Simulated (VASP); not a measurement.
Set up this calculation in VASP 6.6.1, as the native input.

```
Task                   : single point
Functional             : PBE
Potentials or basis    : VASP PAW PBE potentials, release 64 (Hf_pv)
Cutoff                 : 520 eV
k mesh                 : 16 × 16 × 16
Occupations            : gaussian, width 0.1 eV
Spin                   : non-collinear spin, zero start, spin-orbit coupling
Starting moments       : [[0.0, 0.0, 0.0]] μB
Dipole correction      : no
Further INCAR settings : ALGO = Normal; EDIFF = 1e-06; NBANDS = 21
```

The structure of Hf lies in POSCAR:

```
Hf
1.0
   -1.7723126184      1.7723126184      1.7723126184
    1.7723126184     -1.7723126184      1.7723126184
    1.7723126184      1.7723126184     -1.7723126184
Hf
1
Direct
    0.0000000000      0.0000000000      0.0000000000
```

These files were run (other wordings do the same):

INCAR

```
PREC     = Accurate       # precision mode
ENCUT    = 520            # plane-wave cutoff, eV
EDIFF    = 1E-6           # SCF threshold, eV
ISMEAR   = 0              # smearing method
SIGMA    = 0.1            # smearing width, eV
LREAL    = F              # projectors in reciprocal space
LASPH    = T              # aspherical terms in the spheres
NELM     = 150            # most SCF steps
ALGO     = Normal         # electronic algorithm
ISIF     = 2              # what is computed and relaxed
LWAVE    = F              # write WAVECAR
LCHARG   = F              # write CHGCAR
MAGMOM   = 0 0 0          # initial moments
LORBIT   = 11             # projections on sites
LSORBIT  = T              # spin-orbit coupling
GGA_COMPAT= F            
LORBMOM  = T            
LMAXMIX  = 4              # l up to which the mixer works
GGA      = PE             # functional
NBANDS   = 21             # bands
```

KPOINTS

```
Automatic mesh
0
Gamma
  16 16 16
```

Potentials or basis: VASP PAW PBE potentials, release 64 (Hf_pv).

The run is started by

```sh
$ cat potpaw_PBE.64/Hf_pv/POTCAR > POTCAR
$ mpirun -np 1 vasp_ncl > vasp.out
```

It gave:

- Pressure: -0.7 GPa
- Net moment: 0.00 μB per cell
- Valence electrons inside the program's atomic spheres: Hf 8.40

It used 520 s of CPU time on 1 thread of AMD EPYC 7R13 Processor (Zen 3), with other jobs on the host.
